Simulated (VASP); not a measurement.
# AgCl (R-3m) in VASP: further runs

AgCl is run at these levels: PBEsol; tasks: single point.

Everything below comes from runs of VASP 6.6.1. Logs are shortened: lines on timing, memory, paths and dates and some standing lists are left out, and cuts for length are marked.

### 1 The cell of the first run

Symmetry: R-3m, No. 166, trigonal system. The conventional cell has a = 4.881 Å, b = 4.881 Å, c = 5.888 Å, α = 90.00°, β = 90.00°, γ = 120.00°. Within 3.9 Å of Ag (site symmetry -3m) lie 8 Cl at 2.94 to 2.98 Å and 6 Ag at 3.43 Å. Within 3.9 Å of Cl (site symmetry -3m) lie 8 Ag at 2.94 to 2.98 Å and 6 Cl at 3.43 Å.

### 2 Single point, PBEsol (equal xy, yz and zx shear strains of -1 %)

File INCAR:

```
SYSTEM = AgCl
PREC = Accurate
ENCUT = 520
EDIFF = 1E-6
ISMEAR = -1
SIGMA = 0.01
LREAL = .FALSE.
LASPH = .TRUE.
NELM = 100
ALGO = Normal
ISIF = 2
LWAVE = .FALSE.
LCHARG = .FALSE.
GGA = PS
NBANDS = 16
```

File KPOINTS:

```
regular mesh
0
G
  9 9 9
  0 0 0
```

File POSCAR:

```
AgCl
1.0
    3.4339730000     -0.0171698650     -0.0171698650
   -0.0171698650      3.4339730000     -0.0171698650
   -0.0171698650     -0.0171698650      3.4339730000
Ag Cl
1 1
Direct
    0.0000000000      0.0000000000      0.0000000000
    0.5000000000      0.5000000000      0.5000000000
```

Potentials or basis: VASP PAW PBE potentials, release 64 (Ag, Cl).

Started as:

```console
> cat potpaw_PBE.64/Ag/POTCAR potpaw_PBE.64/Cl/POTCAR > POTCAR
> mpirun -np 1 vasp_std > vasp.out
```

OUTCAR:

```text
SYSTEM = AgCl
   PREC = Accurate
   ENCUT = 520
   EDIFF = 1E-6
   ISMEAR = -1
   LREAL = .FALSE.
   LASPH = .TRUE.
   NELM = 100
   ISIF = 2
   GGA = PS

 ion  position               nearest neighbor table
   1  0.000  0.000  0.000-   2 2.94   2 2.94   2 2.98   2 2.98   2 2.98   2 2.98   2 2.98   2 2.98

   2  0.500  0.500  0.500-   1 2.94   1 2.94   1 2.98   1 2.98   1 2.98   1 2.98   1 2.98   1 2.98

  LATTYP: Found a trigonal (rhomboedric) cell.
 ALAT       =     3.4340588483
 COS(alpha) =    -0.0099745013

  Lattice vectors:

 A1 = (   3.4339730000,  -0.0171698650,  -0.0171698650)
 A2 = (  -0.0171698650,   3.4339730000,  -0.0171698650)
 A3 = (  -0.0171698650,  -0.0171698650,   3.4339730000)

Analysis of symmetry for initial positions (statically):
=====================================================================
 Subroutine PRICEL returns:
 Original cell was already a primitive cell.

 Routine SETGRP: Setting up the symmetry group for a
 trigonal (rhombohedral) supercell.

 Subroutine GETGRP returns: Found 12 space group operations
 (whereof 12 operations were pure point group operations)
 out of a pool of 12 trial point group operations.

The static configuration has the point symmetry D_3d.

Analysis of symmetry for dynamics (positions and initial velocities):
=====================================================================
 Subroutine PRICEL returns:
 Original cell was already a primitive cell.

 Routine SETGRP: Setting up the symmetry group for a
 trigonal (rhombohedral) supercell.

 Subroutine GETGRP returns: Found 12 space group operations
 (whereof 12 operations were pure point group operations)
 out of a pool of 12 trial point group operations.

The dynamic configuration has the point symmetry D_3d.

 Subroutine INISYM returns: Found 12 space group operations
 (whereof 12 operations are pure point group operations),
 and found     1 'primitive' translations

----------------------------------------------------------------------------------------

                                     Primitive cell

  volume of cell :      40.4909

  direct lattice vectors                    reciprocal lattice vectors
     3.433973000 -0.017169865 -0.017169865     0.291222515  0.001463430  0.001463430
    -0.017169865  3.433973000 -0.017169865     0.001463430  0.291222515  0.001463430
    -0.017169865 -0.017169865  3.433973000     0.001463430  0.001463430  0.291222515

  length of vectors
     3.434058848  3.434058848  3.434058848     0.291229869  0.291229869  0.291229869

  position of ions in fractional coordinates (direct lattice)
     0.000000000  0.000000000  0.000000000
     0.500000000  0.500000000  0.500000000

  ion indices of the primitive-cell ions
   primitive index   ion index
                 1           1
                 2           2

----------------------------------------------------------------------------------------

 KPOINTS: regular mesh

Automatic generation of k-mesh.
 Grid dimensions read from file:
 generate k-points for:    9    9    9

 Generating k-lattice:

  Cartesian coordinates                     Fractional coordinates (reciprocal lattice)
     0.032358057  0.000162603  0.000162603     0.111111111 -0.000000000  0.000000000
     0.000162603  0.032358057  0.000162603    -0.000000000  0.111111111  0.000000000
     0.000162603  0.000162603  0.032358057     0.000000000  0.000000000  0.111111111

  Length of vectors
     0.032358874  0.032358874  0.032358874

  Shift w.r.t. Gamma in fractional coordinates (k-lattice)
     0.000000000  0.000000000  0.000000000

 Subroutine IBZKPT returns following result:
 ===========================================

 Found     85 irreducible k-points:

 Following reciprocal coordinates:
            Coordinates               Weight
  0.000000  0.000000  0.000000      1.000000
  0.111111 -0.000000 -0.000000      6.000000
  0.222222 -0.000000  0.000000      6.000000
  0.333333 -0.000000 -0.000000      6.000000
  0.444444 -0.000000  0.000000      6.000000
  0.111111  0.111111 -0.000000      6.000000
[... 16 lines left out ...]
 -0.333333  0.333333  0.000000      6.000000
  0.444444  0.444444 -0.000000      6.000000
 [... further k-points ...]
   k-points           NKPTS =     85   k-points in BZ     NKDIM =     85   number of bands    NBANDS=     16
   number of dos      NEDOS =    301   number of ions     NIONS =      2
   total plane-waves  NPLWV =  21952
   dimension x,y,z NGX =    28 NGY =   28 NGZ =   28
   dimension x,y,z NGXF=    56 NGYF=   56 NGZF=   56
   ions per type =               1   1
   NGX,Y,Z   is equivalent  to a cutoff of  13.56, 13.56, 13.56 a.u.
   NGXF,Y,Z  is equivalent  to a cutoff of  27.11, 27.11, 27.11 a.u.
 SYSTEM =  AgCl
   PREC   = accura    normal or accurate (medium, high low for compatibility)
   ISTART =      0    job   : 0-new  1-cont  2-samecut
   ICHARG =      2    charge: 1-file 2-atom 10-const
   ISPIN  =      1    spin polarized calculation?
   LNONCOLLINEAR =      F non collinear calculations
   LSORBIT =      F    spin-orbit coupling
   LASPH  =      T    aspherical Exc in radial PAW
   ENCUT  =  520.0 eV  38.22 Ry    6.18 a.u.   6.39  6.39  6.39*2*pi/ulx,y,z
   NELM   =    100;   NELMIN=  2; NELMDL= -5     # of ELM steps
   EDIFF  = 0.1E-05   stopping-criterion for ELM
   LREAL  =      F    real-space projection
   EDIFFG = 0.1E-04   stopping-criterion for IOM
   NSW    =      0    number of steps for IOM
   IBRION =     -1    ionic relax: 0-MD 1-quasi-New 2-CG
   NFREE  =      0    steps in history (QN), initial steepest desc. (CG)
   ISIF   =      2    stress and relaxation
   ISYM   =      2    0-nonsym 1-usesym 2-fastsym
   POTIM  = 0.5000    time-step for ionic-motion
   TEBEG  =    0.0;   TEEND  =   0.0 temperature during run
   PSTRESS=    0.0 pullay stress
   NELECT =      18.0000    total number of electrons
   NUPDOWN=      -1.0000    fix difference up-down
   EMIN   =  10.00;   EMAX   =-10.00  energy-range for DOS
   EFERMI =   0.00;   METHOD = LEGACY
   ISMEAR =    -1;   SIGMA  =   0.01  broadening in eV -4-tet -1-fermi 0-gaus
   EFERMI_NEDOS =   21; number of points for ismear=-14 and -15
   IALGO  =     38    algorithm
   IMIX   =      4    mixing-type and parameters
     AMIX     =   0.40;   BMIX     =  1.00
     AMIX_MAG =   1.60;   BMIX_MAG =  1.00
  volume/ion in A,a.u.               =      20.25       136.62
  Fermi-wavevector in a.u.,A,eV,Ry     =   1.249433  2.361086 21.239826  1.561083
  Thomas-Fermi vector in A             =   2.383474
   LORBIT       =      0    0 simple, 1 ext, 2 COOP (PROOUT), +10 PAW based schemes
   GGA     = PS    functional components
   LHFCALC =     F    Hartree Fock is set to
   AEXX    =    0.0000 exact exchange contribution
   IVDW    =     0    specifies the selected vdW correction
   LEPSILON=     F    determine dielectric tensor
   LRPA    =     F    only Hartree local field effects (RPA)
 non-spin polarized calculation
  energy-cutoff  :      520.00
  volume of cell :       40.49
 maximum number of plane-waves:      1102
 NGX is ok and might be reduce to    28
   NGX = 13   NGY = 13   NGZ = 13

 number of electron      18.0000003 magnetization

 Free energy of the ion-electron system (eV)
  ---------------------------------------------------
  ext. energy  EPLUGINS =         0.00000000
  ---------------------------------------------------
  free energy    TOTEN  =        -5.76541949 eV

  energy without entropy =       -5.76541949  energy(sigma->0) =       -5.76541949

 E-fermi :   3.9807     XC(G=0): -10.6177

 val. band max:        3.7893346680   @ k =   0.4444  -0.0000   0.0000
 cond. band min:       4.2028897121   @ k =   0.0000   0.0000   0.0000
 fundamental gap:      0.4135550441
 Fermi energy:         3.9806950374

 k-point     1 :       0.0000    0.0000    0.0000
  band No.  band energies     occupation
      1     -10.7829      2.00000
      2       1.0351      2.00000
      3       1.0351      2.00000
      4       1.9811      2.00000
      5       1.9975      2.00000
      6       1.9975      2.00000
[... 8 lines left out ...]
     15      17.4266      0.00000
     16      20.1670      0.00000

 k-point     2 :       0.1111   -0.0000   -0.0000
  band No.  band energies     occupation
      1     -10.7322      2.00000
      2       0.8749      2.00000
      3       1.0521      2.00000
      4       1.6451      2.00000
      5       1.6892      2.00000
      6       1.8603      2.00000
[... 8 lines left out ...]
     15      16.9897      0.00000
     16      20.1177      0.00000

 k-point     3 :       0.2222   -0.0000    0.0000
  band No.  band energies     occupation
      1     -10.5985      2.00000
      2       0.0898      2.00000
      3       1.0949      2.00000
      4       1.2835      2.00000
      5       1.3460      2.00000
      6       1.8362      2.00000
[... 8 lines left out ...]
     15      17.1648      0.00000
     16      19.9936      0.00000

 k-point     4 :       0.3333   -0.0000   -0.0000
  band No.  band energies     occupation
      1     -10.4358      2.00000
      2      -0.7534      2.00000
      3       1.0235      2.00000
      4       1.0865      2.00000
      5       1.1558      2.00000
      6       2.0288      2.00000
[... 8 lines left out ...]
     15      18.7424      0.00000
     16      19.8549      0.00000
[... 324 lines left out ...]
 k-point    22 :      -0.4444    0.3333    0.0000
  band No.  band energies     occupation
      1     -10.0940      2.00000
      2      -0.3249      2.00000
      3       0.3846      2.00000
      4       1.3797      2.00000
      5       1.4288      2.00000
      6       1.7747      2.00000
[... 8 lines left out ...]
     15      17.8218      0.00000
     16      20.1633      0.00000

 k-point    23 :      -0.3333    0.3333    0.0000
  band No.  band energies     occupation
      1     -10.1777      2.00000
      2      -0.2207      2.00000
      3       0.3721      2.00000
      4       1.3820      2.00000
      5       1.3941      2.00000
      6       1.7707      2.00000
[... 8 lines left out ...]
     15      17.8366      0.00000
     16      19.3756      0.00000

 k-point    24 :       0.4444    0.4444   -0.0000
  band No.  band energies     occupation
      1     -10.0208      2.00000
      2       0.0533      2.00000
      3       0.1691      2.00000
      4       1.3172      2.00000
      5       1.6291      2.00000
      6       1.7111      2.00000
[... 8 lines left out ...]
     15      17.4477      0.00000
     16      19.6708      0.00000

 [... further k-points ...]

------------------------ aborting loop because EDIFF is reached ----------------------------------------

  FORCE on cell =-STRESS in cart. coord.  units (eV):
  Direction    XX          YY          ZZ          XY          YZ          ZX
  --------------------------------------------------------------------------------------
  -------------------------------------------------------------------------------------
  Total       -1.1838357     -1.1838357     -1.1838357     -0.0389659     -0.0389659     -0.0389659
  in kB      -46.8429323    -46.8429323    -46.8429323     -1.5418325     -1.5418325     -1.5418325
  external PRESSURE =     -46.8429323 kB  Pullay stress =       0.0000000 kB

 VOLUME and BASIS-vectors are now :
 -----------------------------------------------------------------------------
  energy-cutoff  :      520.00
  volume of cell :       40.49
      direct lattice vectors                 reciprocal lattice vectors
     3.433973000 -0.017169865 -0.017169865     0.291222515  0.001463430  0.001463430
    -0.017169865  3.433973000 -0.017169865     0.001463430  0.291222515  0.001463430
    -0.017169865 -0.017169865  3.433973000     0.001463430  0.001463430  0.291222515

 POSITION                                       TOTAL-FORCE (eV/Angst)
 -----------------------------------------------------------------------------------
      0.00000      0.00000      0.00000        -0.000000     -0.000000      0.000000
      1.69982      1.69982      1.69982         0.000000      0.000000      0.000000
 -----------------------------------------------------------------------------------
    total drift:                               -0.000000      0.000000      0.000000

  FREE ENERGIE OF THE ION-ELECTRON SYSTEM (eV)
  ---------------------------------------------------
  free  energy   TOTEN  =        -5.7654194858 eV

  energy  without entropy=       -5.7654194858  energy(sigma->0) =       -5.76541949
```

Run time: 31 s. Hardware: 1 thread of Intel Xeon 6975P-C, shared host; peak memory 0.19 GiB.

Results:

| Item | Value |
| --- | --- |
| Free energy | -5.7654 eV |
| Pressure | -4.7 GPa |
| Band gap on the k mesh | 0.41 eV, indirect (least direct gap 1.91 eV) |

Levels at points of the mesh, in eV from the valence-band top:
```csv
k point,band 7,band 8,band 9,band 10,band 11,band 12
"(0.00, 0.00, 0.00)",-1.57,-1.50,-1.50,0.41,9.30,9.30
```

Caveat: the cell differs from its parent crystal (equal xy, yz and zx shear strains of -1 %); the PAW data sets were made with another functional, which shifts forces and pressure a little. A k mesh can miss the band edges.

### 3 Single point, PBEsol (equal xy, yz and zx shear strains of +2 %)

File INCAR:

```
SYSTEM = AgCl
ALGO = Normal ; EDIFF = 1E-6
ENCUT = 520 ; GGA = PS
ISIF = 2 ; ISMEAR = -1
LASPH = .TRUE. ; LCHARG = .FALSE.
LREAL = .FALSE. ; LWAVE = .FALSE.
NBANDS = 16 ; NELM = 60
PREC = Accurate ; SIGMA = 0.01
```

File KPOINTS:

```
k-points
0
G
  9 9 9
  0 0 0
```

File POSCAR:

```
AgCl
1.0
    3.4339730000      0.0343397300      0.0343397300
    0.0343397300      3.4339730000      0.0343397300
    0.0343397300      0.0343397300      3.4339730000
Ag Cl
1 1
Direct
    0.0000000000      0.0000000000      0.0000000000
    0.5000000000      0.5000000000      0.5000000000
```

Potentials or basis: VASP PAW PBE potentials, release 64 (Ag, Cl).

Started as:

```console
> cat potpaw_PBE.64/Ag/POTCAR potpaw_PBE.64/Cl/POTCAR > POTCAR
> mpirun -np 1 vasp_std > vasp.out
```

It took 37 s on 1 thread of Intel Xeon 6975P-C, shared host; peak memory 0.19 GiB.

The run converged. Its results:

```
Free energy            : -5.7674 eV
Pressure               : -4.7 GPa
Band gap on the k mesh : 0.39 eV, indirect (least direct gap 1.86 eV)
```

Stress tensor (GPa, compression positive):
```
-4.66  0.30  0.30
 0.30 -4.66  0.30
 0.30  0.30 -4.66
```

Levels at points of the mesh, in eV from the valence-band top:
| k point | band 6 | band 7 | band 8 | band 9 | band 10 | band 11 | band 12 | band 13 |
| --- | --- | --- | --- | --- | --- | --- | --- | --- |
| (0.00, 0.00, 0.00) | -1.81 | -1.60 | -1.60 | -1.46 | 0.39 | 9.28 | 9.28 | 13.21 |

Caveat: the cell differs from its parent crystal (equal xy, yz and zx shear strains of +2 %); the PAW data sets were made with another functional, which shifts forces and pressure a little.
